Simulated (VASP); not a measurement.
# GaSb (F-43m) in VASP: further runs

Runs on GaSb. Level: PBEsol. Tasks: single point.

Everything below comes from runs of VASP 6.6.1. Logs are shortened: lines on timing, memory, paths and dates and some standing lists are left out, and cuts for length are marked.

## 1. The cell of the first run

Symmetry: F-43m, No. 216, cubic system. Conventional cell: a = 6.111 Å, b = 6.111 Å, c = 6.111 Å, α = 90.00°, β = 90.00°, γ = 90.00°. Within 3.5 Å of Ga (site symmetry -43m) lie 4 Sb at 2.65 Å. Within 3.5 Å of Sb (site symmetry -43m) lie 4 Ga at 2.65 Å.

## 2. Single point, PBEsol

INCAR

```
SYSTEM = GaSb
ALGO = Normal
EDIFF = 1E-6
ENCUT = 520
GGA = PS
ISIF = 2
ISMEAR = 0
LASPH = .True.
LCHARG = .False.
LREAL = .False.
LWAVE = .False.
NBANDS = 16
NELM = 100
PREC = Accurate
SIGMA = 0.1
```

KPOINTS

```
k-points
0
Gamma
  12 12 12
  0 0 0
```

POSCAR

```
GaSb
1.0
    0.0000000000      3.0556142838      3.0556142838
    3.0556142838      0.0000000000      3.0556142838
    3.0556142838      3.0556142838      0.0000000000
Ga Sb
1 1
Direct
    0.0000000000      0.0000000000      0.0000000000
    0.2500000000      0.2500000000      0.2500000000
```

Potentials or basis: VASP PAW PBE potentials, release 64 (Ga_d, Sb).

Launch:

```bash
cat potpaw_PBE.64/Ga_d/POTCAR potpaw_PBE.64/Sb/POTCAR > POTCAR
mpirun -np 1 vasp_std > vasp.out
```

OUTCAR:

```text
SYSTEM = GaSb
   EDIFF = 1E-6
   ENCUT = 520
   GGA = PS
   ISIF = 2
   ISMEAR = 0
   LASPH = .True.
   LREAL = .False.
   NELM = 100
   PREC = Accurate

 ion  position               nearest neighbor table
   1  0.000  0.000  0.000-   2 2.65   2 2.65   2 2.65   2 2.65
   2  0.250  0.250  0.250-   1 2.65   1 2.65   1 2.65   1 2.65

  LATTYP: Found a face centered cubic cell.
 ALAT       =     6.1112285676

  Lattice vectors:

 A1 = (   0.0000000000,   3.0556142838,   3.0556142838)
 A2 = (   3.0556142838,   0.0000000000,   3.0556142838)
 A3 = (   3.0556142838,   3.0556142838,   0.0000000000)

Analysis of symmetry for initial positions (statically):
=====================================================================
 Subroutine PRICEL returns:
 Original cell was already a primitive cell.

 Routine SETGRP: Setting up the symmetry group for a
 face centered cubic supercell.

 Subroutine GETGRP returns: Found 24 space group operations
 (whereof 24 operations were pure point group operations)
 out of a pool of 48 trial point group operations.

The static configuration has the point symmetry T_d .

Analysis of symmetry for dynamics (positions and initial velocities):
=====================================================================
 Subroutine PRICEL returns:
 Original cell was already a primitive cell.

 Routine SETGRP: Setting up the symmetry group for a
 face centered cubic supercell.

 Subroutine GETGRP returns: Found 24 space group operations
 (whereof 24 operations were pure point group operations)
 out of a pool of 48 trial point group operations.

The dynamic configuration has the point symmetry T_d .

 Subroutine INISYM returns: Found 24 space group operations
 (whereof 24 operations are pure point group operations),
 and found     1 'primitive' translations

----------------------------------------------------------------------------------------

                                     Primitive cell

  volume of cell :      57.0592

  direct lattice vectors                    reciprocal lattice vectors
     0.000000000  3.055614284  3.055614284    -0.163633219  0.163633219  0.163633219
     3.055614284  0.000000000  3.055614284     0.163633219 -0.163633219  0.163633219
     3.055614284  3.055614284  0.000000000     0.163633219  0.163633219 -0.163633219

  length of vectors
     4.321291162  4.321291162  4.321291162     0.283421048  0.283421048  0.283421048

  position of ions in fractional coordinates (direct lattice)
     0.000000000  0.000000000  0.000000000
     0.250000000  0.250000000  0.250000000

  ion indices of the primitive-cell ions
   primitive index   ion index
                 1           1
                 2           2

----------------------------------------------------------------------------------------

 KPOINTS: k-points

Automatic generation of k-mesh.
 Grid dimensions read from file:
 generate k-points for:   12   12   12

 Generating k-lattice:

  Cartesian coordinates                     Fractional coordinates (reciprocal lattice)
    -0.013636102  0.013636102  0.013636102     0.083333333  0.000000000  0.000000000
     0.013636102 -0.013636102  0.013636102     0.000000000  0.083333333  0.000000000
     0.013636102  0.013636102 -0.013636102     0.000000000  0.000000000  0.083333333

  Length of vectors
     0.023618421  0.023618421  0.023618421

  Shift w.r.t. Gamma in fractional coordinates (k-lattice)
     0.000000000  0.000000000  0.000000000

 Subroutine IBZKPT returns following result:
 ===========================================

 Found     72 irreducible k-points:

 Following reciprocal coordinates:
            Coordinates               Weight
  0.000000  0.000000  0.000000      1.000000
  0.083333  0.000000  0.000000      8.000000
  0.166667  0.000000  0.000000      8.000000
  0.250000  0.000000  0.000000      8.000000
  0.333333  0.000000  0.000000      8.000000
  0.416667  0.000000  0.000000      8.000000
[... 16 lines left out ...]
  0.500000  0.166667  0.000000     24.000000
 -0.416667  0.166667  0.000000     24.000000
 [... further k-points ...]
   k-points           NKPTS =     72   k-points in BZ     NKDIM =     72   number of bands    NBANDS=     16
   number of dos      NEDOS =    301   number of ions     NIONS =      2
   total plane-waves  NPLWV =  32768
   dimension x,y,z NGX =    32 NGY =   32 NGZ =   32
   dimension x,y,z NGXF=    64 NGYF=   64 NGZF=   64
   ions per type =               1   1
   NGX,Y,Z   is equivalent  to a cutoff of  12.31, 12.31, 12.31 a.u.
   NGXF,Y,Z  is equivalent  to a cutoff of  24.62, 24.62, 24.62 a.u.
 SYSTEM =  GaSb
   PREC   = accura    normal or accurate (medium, high low for compatibility)
   ISTART =      0    job   : 0-new  1-cont  2-samecut
   ICHARG =      2    charge: 1-file 2-atom 10-const
   ISPIN  =      1    spin polarized calculation?
   LNONCOLLINEAR =      F non collinear calculations
   LSORBIT =      F    spin-orbit coupling
   LASPH  =      T    aspherical Exc in radial PAW
   ENCUT  =  520.0 eV  38.22 Ry    6.18 a.u.   8.03  8.03  8.03*2*pi/ulx,y,z
   NELM   =    100;   NELMIN=  2; NELMDL= -5     # of ELM steps
   EDIFF  = 0.1E-05   stopping-criterion for ELM
   LREAL  =      F    real-space projection
   EDIFFG = 0.1E-04   stopping-criterion for IOM
   NSW    =      0    number of steps for IOM
   IBRION =     -1    ionic relax: 0-MD 1-quasi-New 2-CG
   NFREE  =      0    steps in history (QN), initial steepest desc. (CG)
   ISIF   =      2    stress and relaxation
   ISYM   =      2    0-nonsym 1-usesym 2-fastsym
   POTIM  = 0.5000    time-step for ionic-motion
   TEBEG  =    0.0;   TEEND  =   0.0 temperature during run
   PSTRESS=    0.0 pullay stress
   NELECT =      18.0000    total number of electrons
   NUPDOWN=      -1.0000    fix difference up-down
   EMIN   =  10.00;   EMAX   =-10.00  energy-range for DOS
   EFERMI =   0.00;   METHOD = LEGACY
   ISMEAR =     0;   SIGMA  =   0.10  broadening in eV -4-tet -1-fermi 0-gaus
   EFERMI_NEDOS =   21; number of points for ismear=-14 and -15
   IALGO  =     38    algorithm
   IMIX   =      4    mixing-type and parameters
     AMIX     =   0.40;   BMIX     =  1.00
     AMIX_MAG =   1.60;   BMIX_MAG =  1.00
  volume/ion in A,a.u.               =      28.53       192.53
  Fermi-wavevector in a.u.,A,eV,Ry     =   1.114441  2.105988 16.898151  1.241979
  Thomas-Fermi vector in A             =   2.251036
   LORBIT       =      0    0 simple, 1 ext, 2 COOP (PROOUT), +10 PAW based schemes
   GGA     = PS    functional components
   LHFCALC =     F    Hartree Fock is set to
   AEXX    =    0.0000 exact exchange contribution
   IVDW    =     0    specifies the selected vdW correction
   LEPSILON=     F    determine dielectric tensor
   LRPA    =     F    only Hartree local field effects (RPA)
 non-spin polarized calculation
 Gauss-broadening in eV      SIGMA  =   0.10
  energy-cutoff  :      520.00
  volume of cell :       57.06
 maximum number of plane-waves:      1572
   NGX = 17   NGY = 17   NGZ = 17

 number of electron      17.9999985 magnetization

 Free energy of the ion-electron system (eV)
  ---------------------------------------------------
  ext. energy  EPLUGINS =         0.00000000
  ---------------------------------------------------
  free energy    TOTEN  =        -8.15506694 eV

  energy without entropy =       -8.15494054  energy(sigma->0) =       -8.15500374

 E-fermi :   4.8226     XC(G=0):  -9.2815

 val. band max:        4.7783852722   @ k =   0.0000   0.0000   0.0000
 cond. band min:       5.1180232989   @ k =   0.5000   0.0000   0.0000
 fundamental gap:      0.3396380267
 Fermi energy:         4.8226319609

 k-point     1 :       0.0000    0.0000    0.0000
  band No.  band energies     occupation
      1     -10.2388      2.00000
      2     -10.2388      2.00000
      3     -10.2388      2.00000
      4     -10.1880      2.00000
      5     -10.1880      2.00000
      6      -6.7630      2.00000
[... 8 lines left out ...]
     15      13.3710      0.00000
     16      13.3710      0.00000

 k-point     2 :       0.0833    0.0000    0.0000
  band No.  band energies     occupation
      1     -10.2408      2.00000
      2     -10.2380      2.00000
      3     -10.2380      2.00000
      4     -10.1881      2.00000
      5     -10.1881      2.00000
      6      -6.6910      2.00000
[... 8 lines left out ...]
     15      12.8195      0.00000
     16      12.8196      0.00000

 k-point     3 :       0.1667    0.0000    0.0000
  band No.  band energies     occupation
      1     -10.2462      2.00000
      2     -10.2357      2.00000
      3     -10.2357      2.00000
      4     -10.1883      2.00000
      5     -10.1883      2.00000
      6      -6.4792      2.00000
[... 8 lines left out ...]
     15      12.3336      0.00000
     16      12.3336      0.00000

 k-point     4 :       0.2500    0.0000    0.0000
  band No.  band energies     occupation
      1     -10.2535      2.00000
      2     -10.2328      2.00000
      3     -10.2328      2.00000
      4     -10.1884      2.00000
      5     -10.1884      2.00000
      6      -6.1431      2.00000
[... 8 lines left out ...]
     15      12.3118      0.00000
     16      12.3118      0.00000
[... 324 lines left out ...]
 k-point    22 :       0.4167    0.1667    0.0000
  band No.  band energies     occupation
      1     -10.2682      2.00000
      2     -10.2263      2.00000
      3     -10.2248      2.00000
      4     -10.1918      2.00000
      5     -10.1864      2.00000
      6      -5.3418      2.00000
[... 8 lines left out ...]
     15      13.9341      0.00000
     16      14.6289      0.00000

 k-point    23 :       0.5000    0.1667    0.0000
  band No.  band energies     occupation
      1     -10.2707      2.00000
      2     -10.2256      2.00000
      3     -10.2240      2.00000
      4     -10.1908      2.00000
      5     -10.1870      2.00000
      6      -4.9889      2.00000
[... 8 lines left out ...]
     15      14.4742      0.00000
     16      14.6837      0.00000

 k-point    24 :      -0.4167    0.1667    0.0000
  band No.  band energies     occupation
      1     -10.2706      2.00000
      2     -10.2255      2.00000
      3     -10.2245      2.00000
      4     -10.1896      2.00000
      5     -10.1880      2.00000
      6      -4.9304      2.00000
[... 8 lines left out ...]
     15      13.4266      0.00000
     16      13.8183      0.00000

 [... further k-points ...]
[... 5 lines left out ...]
  --------------------------------------------------------------------------------------
  -------------------------------------------------------------------------------------
  Total        0.0351902      0.0351902      0.0351902      0.0000000      0.0000000      0.0000000
  in kB        0.9881130      0.9881130      0.9881130      0.0000000      0.0000000      0.0000000
  external PRESSURE =       0.9881130 kB  Pullay stress =       0.0000000 kB

 VOLUME and BASIS-vectors are now :
 -----------------------------------------------------------------------------
  energy-cutoff  :      520.00
  volume of cell :       57.06
      direct lattice vectors                 reciprocal lattice vectors
     0.000000000  3.055614284  3.055614284    -0.163633219  0.163633219  0.163633219
     3.055614284  0.000000000  3.055614284     0.163633219 -0.163633219  0.163633219
     3.055614284  3.055614284  0.000000000     0.163633219  0.163633219 -0.163633219

 POSITION                                       TOTAL-FORCE (eV/Angst)
 -----------------------------------------------------------------------------------
      0.00000      0.00000      0.00000        -0.000000      0.000000     -0.000000
      1.52781      1.52781      1.52781         0.000000     -0.000000      0.000000
 -----------------------------------------------------------------------------------
    total drift:                                0.000000      0.000000      0.000000

  FREE ENERGIE OF THE ION-ELECTRON SYSTEM (eV)
  ---------------------------------------------------
  free  energy   TOTEN  =        -8.1550669449 eV

  energy  without entropy=       -8.1549405367  energy(sigma->0) =       -8.15500374
```

Run time: 35 s. Hardware: 1 thread of Intel Xeon Platinum 8259CL at 2.50GHz (Skylake/Cascade Lake), shared host; peak memory 0.22 GiB.

Results:

| Item | Value |
| --- | --- |
| Free energy | -8.1551 eV |
| Pressure | 0.1 GPa |

Levels at points of the mesh, in eV from the Fermi level:
```csv
k point,band 6,band 7,band 8,band 9,band 10,band 11,band 12,band 13
"(0.00, 0.00, 0.00)",-11.59,-0.06,-0.06,-0.06,-0.04,2.70,2.70,2.70
"(0.50, 0.00, 0.00)",-9.95,-6.47,-1.22,-1.22,0.30,3.66,3.66,6.26
"(0.50, 0.50, 0.00)",-9.11,-6.91,-2.66,-2.66,0.78,1.09,8.63,8.63
```

Caveat: the PAW data sets were made with another functional, which shifts forces and pressure a little; spin-orbit coupling is left out, which moves the levels of the heavy elements.

## 3. Single point, PBEsol, non-collinear spin, zero start, spin-orbit coupling

INCAR

```
PREC = Accurate
ENCUT = 520
EDIFF = 1E-7
ISMEAR = 0
SIGMA = 0.1
LREAL = False
LASPH = True
NELM = 150
ALGO = Normal
ISIF = 2
LWAVE = False
LCHARG = False
MAGMOM = 0 0 0 0 0 0
LORBIT = 11
LSORBIT = True
GGA_COMPAT = False
LORBMOM = True
GGA = PS
NBANDS = 30
```

KPOINTS

```
Automatic mesh
0
Gamma
  12 12 12
```

POSCAR is that of step 2.

Potentials or basis: VASP PAW PBE potentials, release 64 (Ga_d, Sb).

Launch:

```bash
cat potpaw_PBE.64/Ga_d/POTCAR potpaw_PBE.64/Sb/POTCAR > POTCAR
mpirun -np 1 vasp_ncl > vasp.out
```

OUTCAR:

```text
PREC = Accurate
   ENCUT = 520
   EDIFF = 1E-7
   ISMEAR = 0
   LREAL = False
   LASPH = True
   NELM = 150
   ISIF = 2
   LORBIT = 11
   LSORBIT = True
   GGA = PS

 ion  position               nearest neighbor table
   1  0.000  0.000  0.000-   2 2.65   2 2.65   2 2.65   2 2.65
   2  0.250  0.250  0.250-   1 2.65   1 2.65   1 2.65   1 2.65

  LATTYP: Found a face centered cubic cell.
 ALAT       =     6.1112285676

  Lattice vectors:

 A1 = (   0.0000000000,   3.0556142838,   3.0556142838)
 A2 = (   3.0556142838,   0.0000000000,   3.0556142838)
 A3 = (   3.0556142838,   3.0556142838,   0.0000000000)

Analysis of symmetry for initial positions (statically):
[... 1084 lines left out ...]
    -0.0000889    -0.0000222     0.0000000    -0.0000222     0.0000000
 l=   3
     0.0000000     0.0000000     0.0000000     0.0000000     0.0000000     0.0000000     0.0000000
     0.0000000     0.0000000     0.0000000     0.0000000     0.0000000     0.0000000     0.0000000
     0.0000000     0.0000000     0.0000000     0.0000000     0.0000000     0.0000000     0.0000000
     0.0000000     0.0000000     0.0000000     0.0000000     0.0000000     0.0000000     0.0000000
     0.0000000     0.0000000     0.0000000     0.0000000     0.0000000     0.0000000     0.0000000
     0.0000000     0.0000000     0.0000000     0.0000000     0.0000000     0.0000000     0.0000000
     0.0000000     0.0000000     0.0000000     0.0000000     0.0000000     0.0000000     0.0000000

 total charge

# of ion       s       p       d       tot
------------------------------------------
    1        0.912   0.766   9.963  11.641
    2        1.132   1.338   0.028   2.497
--------------------------------------------------
tot          2.044   2.104   9.991  14.138

 magnetization (x)

# of ion       s       p       d       tot
------------------------------------------
    1       -0.000   0.000  -0.000  -0.000
    2        0.000   0.000   0.000   0.000
--------------------------------------------------
tot         -0.000   0.000  -0.000   0.000

 magnetization (y)

# of ion       s       p       d       tot
------------------------------------------
    1        0.000   0.000   0.000   0.000
    2        0.000   0.000   0.000   0.000
--------------------------------------------------
tot          0.000   0.000   0.000   0.000

 magnetization (z)

# of ion       s       p       d       tot
------------------------------------------
    1       -0.000   0.000   0.000  -0.000
    2        0.000  -0.000  -0.000  -0.000
--------------------------------------------------
tot         -0.000   0.000  -0.000  -0.000
```

It took 4.5 min on 1 thread of Intel Xeon Platinum 8259CL at 2.50GHz (Skylake/Cascade Lake), shared host; peak memory 0.51 GiB.

Results:

```
Free energy                                           : -8.2225 eV
Pressure                                              : 0.2 GPa
Net moment                                            : 0.00 μB per cell
Valence electrons inside the program's atomic spheres : Ga 11.64; Sb 2.50
```

Moments on the atoms (μB; x, y, z):
```
Ga  0.00 0.00 0.00
Sb  0.00 0.00 0.00
```

Caveat: the PAW data sets were made with another functional, which shifts forces and pressure a little.

## 4. Single point, PBEsol

INCAR

```
  PREC = Accurate
  ENCUT = 500
  EDIFF = 1E-6
  ISMEAR = 0
  SIGMA = 0.1
  LREAL = False
  LASPH = True
  NELM = 120
  ALGO = Normal
  ISIF = 2
  LWAVE = False
  LCHARG = True
  GGA = PS
  LELF = True
  LVHAR = True
  NBANDS = 16
  GGA_COMPAT = False
```

KPOINTS

```
regular mesh
0
Gamma
  4 4 4
```

POSCAR

```
GaSb
1.0
    0.0000000000      3.0556142847      3.0556142847
    3.0556142847      0.0000000000      3.0556142847
    3.0556142847      3.0556142847      0.0000000000
Ga Sb
1 1
Direct
    0.0000000000      0.0000000000      0.0000000000
    0.2500000000      0.2500000000      0.2500000000
```

Launch:

```bash
cat potpaw_PBE.64/Ga_d/POTCAR potpaw_PBE.64/Sb/POTCAR > POTCAR
mpirun -np 1 vasp_std > vasp.out
```

It took 6.4 s on 1 thread of AMD EPYC 9R45 (Zen 5), shared host; peak memory 0.14 GiB.

It converged, with:

* Free energy: -7.9519 eV
* Pressure: 0.7 GPa

Levels at points of the mesh, in eV from the Fermi level:
```tsv
k point	band 5	band 6	band 7	band 8	band 9	band 10	band 11	band 12	band 13	band 14
(0.00, 0.00, 0.00)	-15.03	-11.58	-0.05	-0.05	-0.05	-0.04	2.68	2.68	2.68	5.58
(0.50, 0.00, 0.00)	-15.03	-9.93	-6.48	-1.22	-1.22	0.29	3.64	3.64	6.25	9.22
(0.50, 0.50, 0.00)	-15.03	-9.09	-6.91	-2.66	-2.66	0.77	1.08	8.62	8.62	9.96
```

Caveat: the k points lie up to 0.45 Å⁻¹ apart; the PAW data sets were made with another functional, which shifts forces and pressure a little; spin-orbit coupling is left out, which moves the levels of the heavy elements.

## 5. Summary

| spin | k mesh | cutoff (eV) | pressure (GPa) |
| --- | --- | --- | --- |
| off | 12 × 12 × 12 | 520 | 0.1 |
| non-collinear, zero start, SOC | 12 × 12 × 12 | 520 | 0.2 |
| off | 4 × 4 × 4 | 500 | 0.7 |

Alike in all rows: task single point; level PBEsol; potentials or basis VASP PAW PBE potentials, release 64 (Ga_d, Sb); cell as given; smearing gaussian 0.1 eV.

Caveats: some runs use coarse meshes; the PAW data sets were made with another functional, which shifts forces and pressure a little; spin-orbit coupling is left out, which moves the levels of the heavy elements (some runs).

Absolute energies hang on the potentials; compare differences alone.
